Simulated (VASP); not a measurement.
Input of a VASP 6.6.1 run:

INCAR

```
SYSTEM = Pb
  ALGO = Normal
  EDIFF = 1E-8
  ENCUT = 520
  GGA = PS
  ISIF = 2
  ISMEAR = -1
  LASPH = .True.
  LCHARG = .False.
  LEFG = .True.
  LREAL = .False.
  LWAVE = .False.
  NBANDS = 21
  NELM = 100
  PREC = Accurate
  SIGMA = 0.05
```

Contents of KPOINTS:

```
k-points
0
Gamma
  12 12 7
  0 0 0
```

The input POSCAR:

```
Pb
1.0
    3.4095646533      0.0000000000      0.0000000000
   -1.7047823266      2.9527696056      0.0000000000
    0.0000000000      0.0000000000      5.4768570775
Pb
2
Direct
    0.3333333333      0.6666666667      0.2500000000
    0.6666666667      0.3333333333      0.7500000000
```

Potentials or basis: VASP PAW PBE potentials, release 64 (Pb_d).

Command:

```bash
$ cat potpaw_PBE.64/Pb_d/POTCAR > POTCAR
$ mpirun -np 1 vasp_std > vasp.out
```

(1) Predict the band gap on the k mesh.

(2) Predict the pressure.

## Answers

(1) zero (bands 14 and 15 overlap by 8.20 eV).

(2) 4.5 GPa.

Caveat: the cell stands under pressure; without QUAD_EFG the Cq values of the log hold for a quadrupole moment of 1 mb, not for the nuclei; the PAW data sets were made with another functional, which shifts forces and pressure a little; spin-orbit coupling is left out, which moves the levels of the heavy elements.
